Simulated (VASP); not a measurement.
# Sc (P6_3/mmc) in VASP: a series of runs, part 2 of 2

VASP 6.6.1. Earlier steps stand in the parts before.

## Step 3: Single point, PBE

The input, INCAR:

```
SYSTEM = Sc
  ALGO = Normal
  EDIFF = 1E-6
  ENCUT = 520
  GGA = PE
  ISIF = 2
  ISMEAR = 1
  LASPH = .True.
  LCHARG = .True.
  LELF = .True.
  LREAL = .False.
  LVHAR = .True.
  LWAVE = .False.
  NBANDS = 18
  NELM = 80
  PREC = Accurate
  SIGMA = 0.03
```

The input, KPOINTS:

```
k-points
0
Gamma
  11 11 6
  0 0 0
```

The input, POSCAR:

```
Sc
1.0
    3.3193628924      0.0000000000      0.0000000000
   -1.6596814462      2.8746525892      0.0000000000
    0.0000000000      0.0000000000      5.1842605006
Sc
2
Direct
    0.3333333333      0.6666666667      0.2500000000
    0.6666666667      0.3333333333      0.7500000000
```

Potentials or basis: VASP PAW PBE potentials, release 64 (Sc_sv).

Run with:

```
> cat potpaw_PBE.64/Sc_sv/POTCAR > POTCAR
> mpirun -np 1 vasp_std > vasp.out
```

OUTCAR:

```text
SYSTEM = Sc
   EDIFF = 1E-6
   ENCUT = 520
   GGA = PE
   ISIF = 2
   ISMEAR = 1
   LASPH = .True.
   LREAL = .False.
   NELM = 80
   PREC = Accurate

 ion  position               nearest neighbor table
   1  0.333  0.667  0.250-   2 3.22   2 3.22   2 3.22   2 3.22   2 3.22   2 3.22
   2  0.667  0.333  0.750-   1 3.22   1 3.22   1 3.22   1 3.22   1 3.22   1 3.22

  LATTYP: Found a hexagonal cell.
 ALAT       =     3.3193628924
 C/A-ratio  =     1.5618239610

  Lattice vectors:

 A1 = (   3.3193628924,   0.0000000000,   0.0000000000)
 A2 = (  -1.6596814462,   2.8746525892,   0.0000000000)
[... 193 lines left out ...]
      6     -24.1887      2.00000
[... 481 lines left out ...]
      5     -24.3352      2.00000
      6     -24.2836      2.00000
[... 10 lines left out ...]
     17       6.3137      0.00000
     18       6.5534      0.00000

 [... further k-points ...]
[... 5 lines left out ...]
  --------------------------------------------------------------------------------------
  -------------------------------------------------------------------------------------
  Total       -0.0443615     -0.0443615     -0.1550053      0.0000000      0.0000000      0.0000000
  in kB       -1.4367795     -1.4367795     -5.0203067      0.0000000      0.0000000      0.0000000
  external PRESSURE =      -2.6312886 kB  Pullay stress =       0.0000000 kB

 VOLUME and BASIS-vectors are now :
 -----------------------------------------------------------------------------
  energy-cutoff  :      520.00
  volume of cell :       49.47
      direct lattice vectors                 reciprocal lattice vectors
     3.319362892  0.000000000  0.000000000     0.301262632  0.173934061  0.000000000
    -1.659681446  2.874652589  0.000000000     0.000000000  0.347868123  0.000000000
     0.000000000  0.000000000  5.184260501     0.000000000  0.000000000  0.192891542

 POSITION                                       TOTAL-FORCE (eV/Angst)
 -----------------------------------------------------------------------------------
     -0.00000      1.91644      1.29607         0.000000     -0.000000      0.000000
      1.65968      0.95822      3.88820        -0.000000      0.000000      0.000000
 -----------------------------------------------------------------------------------
    total drift:                               -0.000000      0.000000     -0.000000

  FREE ENERGIE OF THE ION-ELECTRON SYSTEM (eV)
  ---------------------------------------------------
  free  energy   TOTEN  =       -12.4992567725 eV

  energy  without entropy=      -12.4993811945  energy(sigma->0) =      -12.49929825
```

OSZICAR:

```text
N       E                     dE             d eps       ncg     rms          rms(c)
DAV:   1     0.360713929962E+03    0.36071E+03   -0.11052E+04  2304   0.130E+03
DAV:   2     0.679239451435E+01   -0.35392E+03   -0.34629E+03  2872   0.541E+02
DAV:   3    -0.134163753864E+02   -0.20209E+02   -0.19480E+02  3728   0.155E+02
DAV:   4    -0.138865487628E+02   -0.47017E+00   -0.46564E+00  3512   0.225E+01
DAV:   5    -0.138914184860E+02   -0.48697E-02   -0.48652E-02  3958   0.236E+00    0.758E+00
DAV:   6    -0.126622902131E+02    0.12291E+01   -0.28303E+00  3034   0.185E+01    0.226E+00
DAV:   7    -0.125105573026E+02    0.15173E+00   -0.68148E-01  3100   0.829E+00    0.865E-01
DAV:   8    -0.125006504048E+02    0.99069E-02   -0.29601E-02  2956   0.217E+00    0.244E-01
DAV:   9    -0.124992427283E+02    0.14077E-02   -0.76877E-03  3180   0.936E-01    0.199E-02
DAV:  10    -0.124992612131E+02   -0.18485E-04   -0.12243E-04  3568   0.145E-01    0.111E-02
DAV:  11    -0.124992532857E+02    0.79274E-05   -0.62934E-06  3160   0.264E-02    0.317E-03
DAV:  12    -0.124992566197E+02   -0.33340E-05   -0.46484E-07  1680   0.871E-03    0.819E-04
DAV:  13    -0.124992567725E+02   -0.15281E-06   -0.91353E-08  1540   0.601E-03
   1 F= -.12499257E+02 E0= -.12499298E+02  d E =0.124422E-03
```

stdout:

```text
POSCAR found type information on POSCAR Sc
 POSCAR found :  1 types and       2 ions
 scaLAPACK will be used
 LDA part: xc-table for (Slater+PW92), standard interpolation
 POSCAR, INCAR and KPOINTS ok, starting setup
 FFT: planning ... GRIDC
 FFT: planning ... GRID_SOFT
 FFT: planning ... GRID
 WAVECAR not read
 entering main loop
```

Wall time 95 s (1 thread of Intel Xeon 8259CL, shared host); peak memory 0.2 GiB.

Results:

```yaml
Free_energy: -12.4993 eV
Pressure: -0.3 GPa
Band_gap_on_the_k_mesh: zero (band 11 reaches 4.63 eV, above the bottom of band 12 at 3.17 eV)
```

## Step 4: Single point, PBE

The input, INCAR:

```
ALGO = Normal
EDIFF = 1E-6
ENCUT = 520
GGA = PE
ISIF = 2
ISMEAR = 1
LASPH = True
LCHARG = True
LELF = True
LREAL = False
LVHAR = True
LWAVE = False
NBANDS = 18
NELM = 60
PREC = Accurate
SIGMA = 0.1
```

The input, KPOINTS:

```
k-points
0
Gamma
  11 11 6
```

POSCAR is that of step 3.

Run with:

```
> cat potpaw_PBE.64/Sc_sv/POTCAR > POTCAR
> mpirun -np 1 vasp_std > vasp.out
```

Run time: 78 s. Hardware: 1 thread of Intel Xeon 8259CL, shared host; peak memory 0.2 GiB.

The run converged. Its results:

```
Free energy            : -12.4984 eV
Pressure               : -0.3 GPa
Band gap on the k mesh : zero (band 11 reaches 4.63 eV, above the bottom of band 12 at 3.17 eV)
```

Stress tensor (GPa, compression positive):
```
-0.14  0.00  0.00
 0.00 -0.14  0.00
 0.00  0.00 -0.51
```

Levels at points of the mesh, in eV from the Fermi level:
```
           k point  band 8  band 9  band 10  band 11  band 12  band 13  band 14  band 15
(0.00, 0.00, 0.00)  -27.83   -5.13    -1.64     0.57     1.58     1.58     1.82     2.02
(0.00, 0.00, 0.50)  -27.89   -3.60    -3.60     0.96     0.96     1.50     1.50     1.50
```

## Step 5: The runs side by side

| smearing | gap on the mesh (eV) | pressure (GPa) |
| --- | --- | --- |
| methfessel-paxton 0.01 eV | none | -0.3 |
| methfessel-paxton 0.03 eV | none | -0.3 |
| methfessel-paxton 0.1 eV | none | -0.3 |

Alike in all rows: task single point; level PBE; potentials or basis VASP PAW PBE potentials, release 64 (Sc_sv); no spin polarisation; cell as given; k mesh 11 × 11 × 6; cutoff (eV) 520.

Every run on the cell as given and a fine mesh finds a metal.

Absolute energies hang on the potentials; compare differences alone.
